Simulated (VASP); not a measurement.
# Si2TeO6 in VASP: further runs

Si2TeO6 is run at these levels: PBE; tasks: single point.

Everything below comes from runs of VASP 6.6.1. Logs are shortened: lines on timing, memory, paths and dates and some standing lists are left out, and cuts for length are marked.

## (1) The cell of the first run

The cell holds an amorphous packing of atoms, 18 atoms: a = 6.741 Å, b = 6.511 Å, c = 6.296 Å, α = 92.46°, β = 91.47°, γ = 90.35°.

## (2) Single point, PBE

The input, INCAR:

```
SYSTEM = Si2TeO6
  PREC = Accurate
  ENCUT = 520
  EDIFF = 1E-7
  ISMEAR = -1
  SIGMA = 0.2111
  LREAL = Auto
  LASPH = .TRUE.
  NELM = 100
  ALGO = Normal
  ISIF = 2
  LWAVE = .FALSE.
  LCHARG = .TRUE.
  GGA = PE
  LELF = .TRUE.
  LVHAR = .TRUE.
  ISYM = 0
  NBANDS = 65
```

The input, KPOINTS:

```
Automatic mesh
0
G
  1 1 1
  0 0 0
```

The input, POSCAR:

```
Si2TeO6
1.0
    6.7408150000     -0.0209520000     -0.0836220000
   -0.0209520000      6.5091140000     -0.1374820000
   -0.0836220000     -0.1374820000      6.2942280000
Te O Si
2 12 4
Direct
    0.9388645339      0.7104576334      0.7410325566
    0.2966088306      0.2144897768      1.0297919788
    0.6003496452      0.4503902594      0.3196565157
    0.8207220515      0.1805301698      0.6050805704
    0.4187326316      0.9957495421      0.8051381200
    0.0732656663      0.2337527938      0.8605237089
    0.8341387666      0.5295219245      0.9533444110
    0.3471940532      0.4585028973      0.8935367382
    0.7729026873      0.1351028456      0.1036133229
    0.0956492635      0.7985419764      0.0779572222
    0.2621217810      0.7706970363      0.5016358031
    0.0685476035      0.4430579376      0.2824108976
    0.5832198256      0.0006657184      0.3866805480
    0.6782135896      0.6961214470      0.6063261047
    0.6767667953      0.2429935802      0.4120633756
    0.8141650965      0.2792432540      0.9052951426
    0.4741557354      0.8857159152      0.5691752581
    0.1468577432      0.6605464358      0.2758258492
```

Potentials or basis: VASP PAW PBE potentials, release 64 (Te, O, Si).

Command:

```
$ cat potpaw_PBE.64/Te/POTCAR potpaw_PBE.64/O/POTCAR potpaw_PBE.64/Si/POTCAR > POTCAR
$ mpirun -np 1 vasp_gam > vasp.out
```

OUTCAR:

```text
SYSTEM = Si2TeO6
   PREC = Accurate
   ENCUT = 520
   EDIFF = 1E-7
   ISMEAR = -1
   LREAL = Auto
   LASPH = .TRUE.
   NELM = 100
   ISIF = 2
   GGA = PE
   ISYM = 0

 ion  position               nearest neighbor table
   1  0.939  0.710  0.741-  14 1.93   7 1.96  10 2.39  11 2.72  16 3.15  18 3.28
   2  0.297  0.214  0.030-   6 1.83   8 1.87   5 2.15  12 2.66  16 3.36  18 3.40
   3  0.600  0.450  0.320-  15 1.58
   4  0.821  0.181  0.605-  15 1.60  16 1.97
   5  0.419  0.996  0.805-  17 1.67   2 2.15
   6  0.073  0.234  0.861-  16 1.80   2 1.83
   7  0.834  0.530  0.953-  16 1.65   1 1.96
   8  0.347  0.459  0.894-   2 1.87
   9  0.773  0.135  0.104-  16 1.62  15 2.15
  10  0.096  0.799  0.078-  18 1.60   1 2.39
  11  0.262  0.771  0.502-  17 1.65  18 1.73   1 2.72
  12  0.069  0.443  0.282-  18 1.51   2 2.66
  13  0.583  0.001  0.387-  17 1.59  15 1.70
  14  0.678  0.696  0.606-  17 1.87   1 1.93
  15  0.677  0.243  0.412-   3 1.58   4 1.60  13 1.70   9 2.15  17 2.91
  16  0.814  0.279  0.905-   9 1.62   7 1.65   6 1.80   4 1.97   1 3.15   2 3.36
  17  0.474  0.886  0.569-  13 1.59  11 1.65   5 1.67  14 1.87  15 2.91
  18  0.147  0.661  0.276-  12 1.51  10 1.60  11 1.73   1 3.28   2 3.40

IMPORTANT INFORMATION: All symmetrisations will be switched off!
NOSYMM: (Re-)initialisation of all symmetry stuff for point group C_1.

----------------------------------------------------------------------------------------

                                     Primitive cell

  volume of cell :     275.9940

  direct lattice vectors                    reciprocal lattice vectors
     6.740815000 -0.020952000 -0.083622000     0.148376224  0.000519479  0.001982600
    -0.020952000  6.509114000 -0.137482000     0.000519479  0.153703468  0.003364177
    -0.083622000 -0.137482000  6.294228000     0.001982600  0.003364177  0.158975541

  length of vectors
     6.741366218  6.510599462  6.296284623     0.148390378  0.153741158  0.159023492

  position of ions in fractional coordinates (direct lattice)
     0.938864534  0.710457633  0.741032557
     0.296608831  0.214489777  0.029791979
     0.600349645  0.450390259  0.319656516
     0.820722051  0.180530170  0.605080570
     0.418732632  0.995749542  0.805138120
     0.073265666  0.233752794  0.860523709
[... 10 lines left out ...]
     0.474155735  0.885715915  0.569175258
     0.146857743  0.660546436  0.275825849

  ion indices of the primitive-cell ions
   primitive index   ion index
                 1           1
                 2           2
                 3           3
                 4           4
                 5           5
                 6           6
[... 10 lines left out ...]
                17          17
                18          18

[... 54 lines left out ...]
   ISYM   =      0    0-nonsym 1-usesym 2-fastsym
   POTIM  = 0.5000    time-step for ionic-motion
   TEBEG  =    0.0;   TEEND  =   0.0 temperature during run
   PSTRESS=    0.0 pullay stress
   NELECT =     100.0000    total number of electrons
   NUPDOWN=      -1.0000    fix difference up-down
   EMIN   =  10.00;   EMAX   =-10.00  energy-range for DOS
   EFERMI =   0.00;   METHOD = LEGACY
   ISMEAR =    -1;   SIGMA  =   0.21  broadening in eV -4-tet -1-fermi 0-gaus
   EFERMI_NEDOS =   21; number of points for ismear=-14 and -15
   IALGO  =     38    algorithm
   IMIX   =      4    mixing-type and parameters
     AMIX     =   0.40;   BMIX     =  1.00
     AMIX_MAG =   1.60;   BMIX_MAG =  1.00
  volume/ion in A,a.u.               =      15.33       103.47
  Fermi-wavevector in a.u.,A,eV,Ry     =   1.167101  2.205500 18.532819  1.362124
  Thomas-Fermi vector in A             =   2.303605
   LORBIT       =      0    0 simple, 1 ext, 2 COOP (PROOUT), +10 PAW based schemes
   GGA     = PE    functional components
   LHFCALC =     F    Hartree Fock is set to
   AEXX    =    0.0000 exact exchange contribution
   IVDW    =     0    specifies the selected vdW correction
   LEPSILON=     F    determine dielectric tensor
   LRPA    =     F    only Hartree local field effects (RPA)
 non-spin polarized calculation
  energy-cutoff  :      520.00
  volume of cell :      275.99
 maximum number of plane-waves:      3722
 NGX is ok and might be reduce to    50
   NGX = 25   NGY = 25   NGZ = 23

 number of electron     100.0000000 magnetization

 number of electron      99.9999991 magnetization

 Free energy of the ion-electron system (eV)
  ---------------------------------------------------
  ext. energy  EPLUGINS =         0.00000000
  ---------------------------------------------------
  free energy    TOTEN  =      -113.68381588 eV

  energy without entropy =     -113.18963648  energy(sigma->0) =     -113.43672618

 E-fermi :   2.4834     XC(G=0):  -8.9420

 val. band max:        2.0954614408   @ k =   0.0000   0.0000   0.0000
 cond. band min:       2.7848383300   @ k =   0.0000   0.0000   0.0000
 fundamental gap:      0.6893768892
 Fermi energy:         2.4834040232

 k-point     1 :       0.0000    0.0000    0.0000
  band No.  band energies     occupation
      1     -18.1421      2.00000
      2     -17.6289      2.00000
      3     -17.3863      2.00000
      4     -16.8830      2.00000
      5     -16.2930      2.00000
      6     -16.0730      2.00000
[... 54 lines left out ...]
     61       8.3788      0.00000
     62       9.5363      0.00000
 [bands above 62 left out]

------------------------ aborting loop because EDIFF is reached ----------------------------------------

  FORCE on cell =-STRESS in cart. coord.  units (eV):
  Direction    XX          YY          ZZ          XY          YZ          ZX
  --------------------------------------------------------------------------------------
  -------------------------------------------------------------------------------------
  Total        2.1405569      0.1959935    -13.9920886      9.9640772     -4.3211935      4.4779193
  in kB       12.4261825      1.1377649    -81.2257068     57.8426306    -25.0850323     25.9948442
  external PRESSURE =     -22.5539198 kB  Pullay stress =       0.0000000 kB

 VOLUME and BASIS-vectors are now :
 -----------------------------------------------------------------------------
  energy-cutoff  :      520.00
  volume of cell :      275.99
      direct lattice vectors                 reciprocal lattice vectors
     6.740815000 -0.020952000 -0.083622000     0.148376224  0.000519479  0.001982600
    -0.020952000  6.509114000 -0.137482000     0.000519479  0.153703468  0.003364177
    -0.083622000 -0.137482000  6.294228000     0.001982600  0.003364177  0.158975541

 POSITION                                       TOTAL-FORCE (eV/Angst)
 -----------------------------------------------------------------------------------
      6.25186      4.50290      4.48804        -0.998488     -0.161619      1.993017
      1.99240      1.38583      0.13323         1.187691      0.343769     -0.498588
      4.01068      2.87512      1.89987        -0.697623     -0.885421      0.666287
      5.47796      1.07471      3.71507        -0.491260      2.228080      3.631725
      2.73441      6.36198      4.89581         0.665387      0.144526     -1.289817
      0.41701      1.40168      5.37807        -3.134777     -0.952758     -0.487540
[... 10 lines left out ...]
      3.13004      5.67704      3.42110         1.075426     -1.207745      3.259566
      0.95304      4.25857      1.63302         1.377507      2.592916     -0.590088
 -----------------------------------------------------------------------------------
    total drift:                               -0.004239      0.017975      0.005106

  FREE ENERGIE OF THE ION-ELECTRON SYSTEM (eV)
  ---------------------------------------------------
  free  energy   TOTEN  =      -113.6838158838 eV

  energy  without entropy=     -113.1896364849  energy(sigma->0) =     -113.43672618
```

OSZICAR:

```text
N       E                     dE             d eps       ncg     rms          rms(c)
DAV:   1     0.886594627777E+03    0.88659E+03   -0.56973E+04   138   0.147E+03
DAV:   2    -0.524544350822E+02   -0.93905E+03   -0.89270E+03   164   0.337E+02
DAV:   3    -0.137044550886E+03   -0.84590E+02   -0.83367E+02   148   0.111E+02
[... 14 lines left out ...]
DAV:  18    -0.113683815311E+03   -0.56093E-05   -0.66037E-06   140   0.126E-02    0.135E-02
DAV:  19    -0.113683815633E+03   -0.32278E-06   -0.16254E-06   156   0.660E-03    0.473E-03
DAV:  20    -0.113683815745E+03   -0.11203E-06   -0.49528E-07   132   0.352E-03    0.235E-03
DAV:  21    -0.113683815848E+03   -0.10302E-06   -0.97940E-08   100   0.157E-03    0.838E-04
DAV:  22    -0.113683815884E+03   -0.35425E-07   -0.20754E-08    76   0.882E-04
   1 F= -.11368382E+03 E0= -.11343673E+03  d E =-.494179E+00
```

stdout:

```text
POSCAR found type information on POSCAR TeO Si
 POSCAR found :  3 types and      18 ions
 scaLAPACK will be used
 LDA part: xc-table for (Slater+PW92), standard interpolation
 POSCAR, INCAR and KPOINTS ok, starting setup
 FFT: planning ... GRIDC
 FFT: planning ... GRID_SOFT
 FFT: planning ... GRID
 WAVECAR not read
 entering main loop
```

Wall time 42 s (1 thread of AMD EPYC 7R13 (Zen 3), shared host); peak memory 0.28 GiB.

What came out:

```yaml
Free_energy: -113.6838 eV
Pressure: -2.3 GPa
Largest_force: 4.358 eV/Å
Band_gap_on_the_k_mesh: 0.69 eV
```

Forces on the atoms (eV/Å):
```
Te  -0.998 -0.162  1.993
Te   1.188  0.344 -0.499
O   -0.698 -0.885  0.666
O   -0.491  2.228  3.632
O    0.665  0.145 -1.290
O   -3.135 -0.953 -0.488
O   -1.039 -0.109 -1.300
O    1.264 -0.359  0.827
O   -0.800  1.411 -0.559
O    0.560  0.746  0.217
O   -0.570 -0.913 -2.437
O    0.117 -2.592  1.003
O   -1.654  1.510 -0.686
O   -1.144  1.624  0.474
Si   0.372 -1.626 -3.527
Si   3.910 -1.794 -0.696
Si   1.075 -1.208  3.260
Si   1.378  2.593 -0.590
```

Caveat: the k points lie up to 1.00 Å⁻¹ apart; spin-orbit coupling is left out, which moves the levels of the heavy elements.

## (3) Single point, PBE

The input, INCAR:

```
SYSTEM = Si2TeO6
PREC = Accurate ; ENCUT = 520
EDIFF = 1E-6 ; ISMEAR = -1
SIGMA = 0.2111 ; LREAL = Auto
LASPH = .TRUE. ; NELM = 100
ALGO = Normal ; ISIF = 2
LWAVE = .FALSE. ; LCHARG = .TRUE.
GGA = PE ; LELF = .TRUE.
LVHAR = .TRUE. ; ISYM = 0
NBANDS = 65
```

The input, KPOINTS:

```
regular mesh
0
G
  1 1 1
  0 0 0
```

The input, POSCAR:

```
Si2TeO6
1.0
    6.7408150000     -0.0209520000     -0.0836220000
   -0.0209520000      6.5091140000     -0.1374820000
   -0.0836220000     -0.1374820000      6.2942280000
Te O Si
2 12 4
Direct
    1.0030473518      0.7226405723      0.7373402897
    0.3756668998      0.2368328835      0.9464967389
    0.4408200651      0.4036873155      0.2623884923
    0.7270672880      0.3228707448      0.5567708600
    0.4095855999      0.9887495802      0.7471894308
   -0.0081932860      0.0546398200      0.8039123865
    0.8856801576      0.4799849453      0.8759470798
    0.3073368005      0.4322168694      0.7611000360
    0.6949402533      0.1726206945     -0.0055615189
    0.0943466104      0.8273735881      0.0315696266
    0.2242964105      0.7291269060      0.4383169691
    0.0611308977      0.4129144484      0.2106705051
    0.5631902368     -0.0357768266      0.3294801879
    0.7069119692      0.8283089308      0.6905488586
    0.6102386463      0.2421952537      0.3510481133
    0.8469007250      0.2415342765      0.8246452381
    0.4929998457      0.8534042427      0.5562558832
    0.1791074921      0.6104086107      0.1981319271
```

Potentials or basis: VASP PAW PBE potentials, release 64 (Te, O, Si).

Command:

```
$ cat potpaw_PBE.64/Te/POTCAR potpaw_PBE.64/O/POTCAR potpaw_PBE.64/Si/POTCAR > POTCAR
$ mpirun -np 1 vasp_gam > vasp.out
```

It took 43 s on 1 thread of AMD EPYC 7R13 (Zen 3), shared host; peak memory 0.28 GiB.

The run converged. Its results:

- Free energy: -113.3742 eV
- Pressure: -0.9 GPa
- Largest force: 5.117 eV/Å
- Band gap on the k mesh: 1.96 eV

Forces on the atoms (eV/Å):
```
Te  -1.828  1.656  1.414
Te  -1.581 -2.573  0.142
O    2.356 -0.722  0.081
O    0.760 -1.091  1.159
O   -1.881  0.810 -0.144
O    1.117  0.921 -1.480
O    0.959  1.789 -0.650
O    0.496  0.931 -0.070
O   -3.742  0.283  2.673
O    1.725 -4.483  1.766
O    3.100  0.890 -0.491
O   -0.671 -1.931 -0.111
O   -0.349  2.969  0.793
O    0.742 -2.326 -0.753
Si  -1.278 -2.143 -1.211
Si   0.219  0.810 -2.871
Si   0.546  0.344 -1.344
Si  -0.690  3.868  1.097
```

Stress tensor (GPa, compression positive):
```
 0.97  1.95 -4.08
 1.95 -3.79  1.23
-4.08  1.23 -0.02
```

Levels at points of the mesh, in eV from the valence-band top:
```
           k point  band 46  band 47  band 48  band 49  band 50  band 51  band 52  band 53  band 54  band 55
(0.00, 0.00, 0.00)    -1.04    -0.93    -0.77    -0.40     0.00     1.96     2.57     3.10     3.55     3.62
```

Caveat: the k points lie up to 1.00 Å⁻¹ apart; spin-orbit coupling is left out, which moves the levels of the heavy elements.

[end of part 1 of 2]
